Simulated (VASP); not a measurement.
# Si3C3N8 (Pm) in VASP: single point with r2SCAN

Aim: the single point of Si3C3N8 with r2SCAN.

Program: VASP 6.6.1. These are calculated values, not measurements. Logs are shortened: lines on timing, memory, paths and dates and some standing lists are left out, and cuts for length are marked.

### Step 1. The cell of the first run

The structure is monoclinic, space group Pm (No. 6). The conventional cell has a = 6.959 Å, b = 2.711 Å, c = 7.045 Å, α = 90.00°, β = 118.89°, γ = 90.00°. Si (site symmetry m) has 4 N at 1.63 to 1.68 Å within 2.2 Å. Within 2.2 Å of Si (site symmetry m) lie 4 N at 1.65 to 1.72 Å. Within 2.2 Å of Si (site symmetry m) lie 4 N at 1.63 to 1.72 Å. Within 1.9 Å of C (site symmetry m) lie 4 N at 1.42 to 1.64 Å. Within 2.0 Å of C (site symmetry m) lie 4 N at 1.52 to 1.58 Å. Within 2.0 Å of C (site symmetry m) lie 4 N at 1.49 to 1.63 Å. Within 2.0 Å of N (site symmetry m) lie 2 C at 1.47 to 1.52 Å and 1 Si at 1.68 Å. Within 2.0 Å of N (site symmetry m) lie 1 C at 1.49 Å and 2 Si at 1.70 to 1.72 Å.

### Step 2. Single point, r2SCAN

The input, POSCAR:

```
Si3C3N8
1.0
    7.1193023917      0.0000000000      0.0494991911
    0.0000000000      2.7106110899      0.0000000000
   -3.5170467072      0.0000000000      6.0044874316
Si C N
3 3 8
Direct
    0.5792750031      0.5000000000      0.8183318553
    0.8313249333      0.0000000000      0.2359270115
    0.7800495756      0.0000000000      0.5997805301
    0.2240873914      0.5000000000      0.4049915085
    0.1889581090      0.5000000000      0.7739386743
    0.3986603176      0.0000000000      0.1775485684
    0.3103687568      0.5000000000      0.6453467549
    0.6390777728      0.0000000000      0.3173800535
    0.7204487278      0.5000000000      0.6893281796
    0.6510506611      0.0000000000      0.9694925894
    0.0571997380      0.0000000000      0.7085028069
    0.9934892321      0.5000000000      0.2978323783
    0.3051969984      0.0000000000      0.3348781978
    0.3208127831      0.5000000000      0.0267208912
```

The input, INCAR.step1:

```
PREC = Accurate ; ENCUT = 520
ISMEAR = 0 ; SIGMA = 0.01
LREAL = F ; LASPH = T
NELM = 100 ; NBANDS = 45
GGA = PE ; ALGO = Normal
EDIFF = 1E-4 ; LWAVE = T
LCHARG = F
```

The input, INCAR.step2:

```
PREC = Accurate ; ENCUT = 520
EDIFF = 1E-6 ; ISMEAR = 0
SIGMA = 0.01 ; LREAL = F
LASPH = T ; NELM = 100
ALGO = Normal ; ISIF = 2
LWAVE = F ; LCHARG = F
METAGGA = R2SCAN ; LMIXTAU = T
NBANDS = 45 ; ISTART = 1
```

The input, KPOINTS:

```
regular mesh
0
Gamma
  4 10 4
```

Potentials or basis: VASP PAW PBE potentials, release 64 (Si, C, N).

Run with:

```bash
cat potpaw_PBE.64/Si/POTCAR potpaw_PBE.64/C/POTCAR potpaw_PBE.64/N/POTCAR > POTCAR
cp INCAR.step1 INCAR
mpirun -np 1 vasp_std > vasp.out
cp INCAR.step2 INCAR
mpirun -np 1 vasp_std > vasp.out
```

OUTCAR:

```text
PREC = Accurate
   ENCUT = 520
   EDIFF = 1E-6
   ISMEAR = 0
   LREAL = F
   LASPH = T
   NELM = 100
   ISIF = 2
   METAGGA = R2SCAN
   ISTART = 1

 ion  position               nearest neighbor table
   1  0.579  0.500  0.818-  10 1.63  10 1.63   9 1.65   7 1.68   2 2.88   2 2.88   3 2.89   3 2.89

   2  0.831  0.000  0.236-  10 1.65  12 1.69  12 1.69   8 1.72   3 2.73   1 2.88   1 2.88
   3  0.780  0.000  0.600-   9 1.63   9 1.63   8 1.70  11 1.72   2 2.73   1 2.89   1 2.89
   4  0.224  0.500  0.405-  12 1.42   7 1.47  13 1.64  13 1.64
   5  0.189  0.500  0.774-   7 1.52  14 1.53  11 1.58  11 1.58
   6  0.399  0.000  0.178-   8 1.49  13 1.54  14 1.63  14 1.63
   7  0.310  0.500  0.645-   4 1.47   5 1.52   1 1.68
   8  0.639  0.000  0.317-   6 1.49   3 1.70   2 1.72
   9  0.720  0.500  0.689-   3 1.63   3 1.63   1 1.65
  10  0.651  0.000  0.969-   1 1.63   1 1.63   2 1.65
  11  0.057  0.000  0.709-   5 1.58   5 1.58   3 1.72
  12  0.993  0.500  0.298-   4 1.42   2 1.69   2 1.69
  13  0.305  0.000  0.335-   6 1.54   4 1.64   4 1.64
  14  0.321  0.500  0.027-   5 1.53   6 1.63   6 1.63

  LATTYP: Found a simple monoclinic cell.
 ALAT       =     6.9586986468
 B/A-ratio  =     0.3895284489
 C/A-ratio  =     1.0123506874
 COS(beta)  =    -0.4830892739

  Lattice vectors:

 A1 = (  -3.5170467072,   0.0000000000,   6.0044874316)
 A2 = (   0.0000000000,   2.7106110899,   0.0000000000)
 A3 = (  -3.6022556845,   0.0000000000,  -6.0539866227)

Analysis of symmetry for initial positions (statically):
=====================================================================
 Subroutine PRICEL returns:
 Original cell was already a primitive cell.

 Routine SETGRP: Setting up the symmetry group for a
 simple monoclinic supercell.

 Subroutine GETGRP returns: Found  2 space group operations
 (whereof  2 operations were pure point group operations)
 out of a pool of  4 trial point group operations.

The static configuration has the point symmetry C_1h.

Analysis of symmetry for dynamics (positions and initial velocities):
=====================================================================
 Subroutine PRICEL returns:
 Original cell was already a primitive cell.

 Routine SETGRP: Setting up the symmetry group for a
 simple monoclinic supercell.

 Subroutine GETGRP returns: Found  2 space group operations
 (whereof  2 operations were pure point group operations)
 out of a pool of  4 trial point group operations.

The dynamic configuration has the point symmetry C_1h.

 Subroutine INISYM returns: Found  2 space group operations
 (whereof  2 operations are pure point group operations),
 and found     1 'primitive' translations

----------------------------------------------------------------------------------------

                                     Primitive cell

  volume of cell :     116.3444

  direct lattice vectors                    reciprocal lattice vectors
     7.119302392  0.000000000  0.049499191     0.139893482  0.000000000  0.081940701
     0.000000000  2.710611090  0.000000000     0.000000000  0.368920501  0.000000000
    -3.517046707  0.000000000  6.004487432    -0.001153240  0.000000000  0.165866614

  length of vectors
     7.119474469  2.710611090  6.958698647     0.162124843  0.368920501  0.165870623

  position of ions in fractional coordinates (direct lattice)
     0.579275003  0.500000000  0.818331855
     0.831324933  0.000000000  0.235927012
     0.780049576  0.000000000  0.599780530
     0.224087391  0.500000000  0.404991508
     0.188958109  0.500000000  0.773938674
     0.398660318  0.000000000  0.177548568
     0.310368757  0.500000000  0.645346755
     0.639077773  0.000000000  0.317380054
     0.720448728  0.500000000  0.689328180
     0.651050661  0.000000000  0.969492589
     0.057199738  0.000000000  0.708502807
     0.993489232  0.500000000  0.297832378
     0.305196998  0.000000000  0.334878198
     0.320812783  0.500000000  0.026720891

  ion indices of the primitive-cell ions
   primitive index   ion index
                 1           1
                 2           2
                 3           3
                 4           4
                 5           5
                 6           6
                 7           7
                 8           8
                 9           9
                10          10
                11          11
                12          12
                13          13
                14          14

----------------------------------------------------------------------------------------

 KPOINTS: regular mesh

Automatic generation of k-mesh.
 Grid dimensions read from file:
 generate k-points for:    4   10    4

 Generating k-lattice:

  Cartesian coordinates                     Fractional coordinates (reciprocal lattice)
     0.034973371  0.000000000  0.020485175     0.250000000  0.000000000 -0.000000000
     0.000000000  0.036892050  0.000000000     0.000000000  0.100000000  0.000000000
    -0.000288310  0.000000000  0.041466654     0.000000000  0.000000000  0.250000000

  Length of vectors
     0.040531211  0.036892050  0.041467656

  Shift w.r.t. Gamma in fractional coordinates (k-lattice)
     0.000000000  0.000000000  0.000000000

 Subroutine IBZKPT returns following result:
 ===========================================

 Found     60 irreducible k-points:

 Following reciprocal coordinates:
            Coordinates               Weight
  0.000000  0.000000  0.000000      1.000000
  0.250000  0.000000  0.000000      2.000000
  0.500000  0.000000  0.000000      1.000000
  0.000000  0.100000  0.000000      2.000000
  0.250000  0.100000  0.000000      4.000000
  0.500000  0.100000  0.000000      2.000000
[... 16 lines left out ...]
  0.000000  0.100000  0.250000      4.000000
  0.250000  0.100000  0.250000      4.000000
 [... further k-points ...]
   k-points           NKPTS =     60   k-points in BZ     NKDIM =     60   number of bands    NBANDS=     45
   number of dos      NEDOS =    301   number of ions     NIONS =     14
   total plane-waves  NPLWV =  58320
   dimension x,y,z NGX =    54 NGY =   20 NGZ =   54
   dimension x,y,z NGXF=   108 NGYF=   40 NGZF=  108
   ions per type =               3   3   8
   NGX,Y,Z   is equivalent  to a cutoff of  12.61, 12.27, 12.90 a.u.
   NGXF,Y,Z  is equivalent  to a cutoff of  25.22, 24.53, 25.80 a.u.
 SYSTEM =  unknown system
   PREC   = accura    normal or accurate (medium, high low for compatibility)
   ISTART =      1    job   : 0-new  1-cont  2-samecut
   ICHARG =      0    charge: 1-file 2-atom 10-const
   ISPIN  =      1    spin polarized calculation?
   LNONCOLLINEAR =      F non collinear calculations
   LSORBIT =      F    spin-orbit coupling
   LASPH  =      T    aspherical Exc in radial PAW
   ENCUT  =  520.0 eV  38.22 Ry    6.18 a.u.  13.24  5.04 12.94*2*pi/ulx,y,z
   NELM   =    100;   NELMIN=  2; NELMDL=  0     # of ELM steps
   EDIFF  = 0.1E-05   stopping-criterion for ELM
   LREAL  =      F    real-space projection
   EDIFFG = 0.1E-04   stopping-criterion for IOM
   NSW    =      0    number of steps for IOM
   IBRION =     -1    ionic relax: 0-MD 1-quasi-New 2-CG
   NFREE  =      0    steps in history (QN), initial steepest desc. (CG)
   ISIF   =      2    stress and relaxation
   ISYM   =      2    0-nonsym 1-usesym 2-fastsym
   POTIM  = 0.5000    time-step for ionic-motion
   TEBEG  =    0.0;   TEEND  =   0.0 temperature during run
   PSTRESS=    0.0 pullay stress
   NELECT =      64.0000    total number of electrons
   NUPDOWN=      -1.0000    fix difference up-down
   EMIN   =  10.00;   EMAX   =-10.00  energy-range for DOS
   EFERMI =   0.00;   METHOD = LEGACY
   ISMEAR =     0;   SIGMA  =   0.01  broadening in eV -4-tet -1-fermi 0-gaus
   EFERMI_NEDOS =   21; number of points for ismear=-14 and -15
   IALGO  =     38    algorithm
   IMIX   =      4    mixing-type and parameters
     AMIX     =   0.40;   BMIX     =  1.00
     AMIX_MAG =   1.60;   BMIX_MAG =  1.00
  volume/ion in A,a.u.               =       8.31        56.08
  Fermi-wavevector in a.u.,A,eV,Ry     =   1.341383  2.534847 24.481091  1.799309
  Thomas-Fermi vector in A             =   2.469621
   LORBIT       =      0    0 simple, 1 ext, 2 COOP (PROOUT), +10 PAW based schemes
   METAGGA = R2SCAN    functional components
   LHFCALC =     F    Hartree Fock is set to
   AEXX    =    0.0000 exact exchange contribution
   IVDW    =     0    specifies the selected vdW correction
   LEPSILON=     F    determine dielectric tensor
   LRPA    =     F    only Hartree local field effects (RPA)
 non-spin polarized calculation
 Gauss-broadening in eV      SIGMA  =   0.01
  energy-cutoff  :      520.00
  volume of cell :      116.34
 maximum number of plane-waves:      3166
 NGX is ok and might be reduce to    54
   NGX = 27   NGY = 11   NGZ = 25

 number of electron      64.0000005 magnetization

 Free energy of the ion-electron system (eV)
  ---------------------------------------------------
  ext. energy  EPLUGINS =         0.00000000
  ---------------------------------------------------
  free energy    TOTEN  =      -129.96288268 eV

  energy without entropy =     -129.96288268  energy(sigma->0) =     -129.96288268

 E-fermi :   7.4373     XC(G=0): -12.2496

 val. band max:        7.3211476619   @ k =   0.0000   0.2000   0.0000
 cond. band min:       9.8335715965   @ k =   0.0000   0.0000   0.0000
 fundamental gap:      2.5124239346
 Fermi energy:         7.4372812589

 k-point     1 :       0.0000    0.0000    0.0000
  band No.  band energies     occupation
      1     -14.9570      2.00000
      2     -13.1947      2.00000
      3     -12.6889      2.00000
      4     -12.1211      2.00000
      5     -11.0684      2.00000
      6     -10.9546      2.00000
[... 36 lines left out ...]
     43      14.9381      0.00000
     44      16.2163      0.00000

 k-point     2 :       0.2500    0.0000    0.0000
  band No.  band energies     occupation
      1     -14.8706      2.00000
      2     -13.2721      2.00000
      3     -12.9860      2.00000
      4     -12.2212      2.00000
      5     -10.8369      2.00000
      6     -10.4717      2.00000
[... 36 lines left out ...]
     43      15.1876      0.00000
     44      16.2954      0.00000

 k-point     3 :       0.5000    0.0000    0.0000
  band No.  band energies     occupation
      1     -14.7627      2.00000
      2     -13.4306      2.00000
      3     -13.1716      2.00000
      4     -12.2608      2.00000
      5     -10.5979      2.00000
      6     -10.0635      2.00000
[... 36 lines left out ...]
     43      15.8518      0.00000
     44      16.1849      0.00000

 k-point     4 :       0.0000    0.1000    0.0000
  band No.  band energies     occupation
      1     -14.8173      2.00000
      2     -13.0608      2.00000
      3     -12.5710      2.00000
      4     -11.9838      2.00000
      5     -10.9525      2.00000
      6     -10.8370      2.00000
[... 882 lines left out ...]
     43      15.0413      0.00000
     44      15.9623      0.00000

 k-point    23 :       0.0000    0.1000    0.2500
  band No.  band energies     occupation
      1     -14.6795      2.00000
      2     -13.5384      2.00000
      3     -12.3756      2.00000
      4     -12.0120      2.00000
      5     -11.1063      2.00000
      6     -10.2315      2.00000
[... 36 lines left out ...]
     43      15.3559      0.00000
     44      15.9922      0.00000

 k-point    24 :       0.2500    0.1000    0.2500
  band No.  band energies     occupation
      1     -14.5528      2.00000
      2     -13.6744      2.00000
      3     -12.7695      2.00000
      4     -11.8609      2.00000
      5     -10.9057      2.00000
      6      -9.8630      2.00000
[... 36 lines left out ...]
     43      15.5867      0.00000
     44      16.0697      0.00000

 [... further k-points ...]

 [bands above 44 left out]

------------------------ aborting loop because EDIFF is reached ----------------------------------------

  FORCE on cell =-STRESS in cart. coord.  units (eV):
  Direction    XX          YY          ZZ          XY          YZ          ZX
  --------------------------------------------------------------------------------------
  -------------------------------------------------------------------------------------
  Total        0.1694907      0.1213959      0.2534001      0.0000000      0.0000000     -0.0323056
  in kB        2.3340528      1.6717402      3.4895684      0.0000000      0.0000000     -0.4448800
  external PRESSURE =       2.4984538 kB  Pullay stress =       0.0000000 kB

 VOLUME and BASIS-vectors are now :
 -----------------------------------------------------------------------------
  energy-cutoff  :      520.00
  volume of cell :      116.34
      direct lattice vectors                 reciprocal lattice vectors
     7.119302392  0.000000000  0.049499191     0.139893482  0.000000000  0.081940701
     0.000000000  2.710611090  0.000000000     0.000000000  0.368920501  0.000000000
    -3.517046707  0.000000000  6.004487432    -0.001153240  0.000000000  0.165866614

 POSITION                                       TOTAL-FORCE (eV/Angst)
 -----------------------------------------------------------------------------------
      1.24592      1.35531      4.94234         0.001491      0.000000      0.001219
      5.08869      0.00000      1.45777         0.011001      0.000000     -0.012274
      3.44395      0.00000      3.63999        -0.000969      0.000000      0.016877
      0.17097      1.35531      2.44286         0.069150      0.000000     -0.010888
     -1.37673      1.35531      4.65646        -0.017497      0.000000     -0.000663
      2.21374      0.00000      1.08582        -0.011805      0.000000     -0.033241
     -0.06011      1.35531      3.89034         0.039674      0.000000      0.045523
      3.43355      0.00000      1.93734         0.065982      0.000000      0.051290
      2.70469      1.35531      4.17472        -0.000614      0.000000     -0.008959
      1.22528      0.00000      5.85353        -0.002523      0.000000     -0.011395
     -2.08462      0.00000      4.25703        -0.044910      0.000000     -0.031923
      6.02546      1.35531      1.83751        -0.095322      0.000000     -0.033897
      0.99501      0.00000      2.02588        -0.012297      0.000000      0.009485
      2.18998      1.35531      0.17633        -0.001360      0.000000      0.018847
 -----------------------------------------------------------------------------------
    total drift:                                0.000227     -0.000000     -0.000359

  FREE ENERGIE OF THE ION-ELECTRON SYSTEM (eV)
  ---------------------------------------------------
  free  energy   TOTEN  =      -129.9628826785 eV

  energy  without entropy=     -129.9628826785  energy(sigma->0) =     -129.96288268
```

Run time: 17 min. Hardware: 1 thread of Intel Xeon Platinum 8259CL at 2.50GHz (Skylake/Cascade Lake), shared host; peak memory 0.4 GiB.

Results:

- Free energy: -129.9629 eV
- Pressure: 0.2 GPa
- Largest force: 0.101 eV/Å
- Band gap on the k mesh: 2.51 eV (least direct gap 2.81 eV)

Forces on the atoms (eV/Å):
```
Si   0.001  0.000  0.001
Si   0.011  0.000 -0.012
Si  -0.001  0.000  0.017
C    0.069  0.000 -0.011
C   -0.017  0.000 -0.001
C   -0.012  0.000 -0.033
N    0.040  0.000  0.046
N    0.066  0.000  0.051
N   -0.001  0.000 -0.009
N   -0.003  0.000 -0.011
N   -0.045  0.000 -0.032
N   -0.095  0.000 -0.034
N   -0.012  0.000  0.009
N   -0.001  0.000  0.019
```

Stress tensor (GPa, compression positive):
```
 0.23  0.00 -0.04
 0.00  0.17  0.00
-0.04  0.00  0.35
```

Caveat: the PAW data sets were made with another functional, which shifts forces and pressure a little.
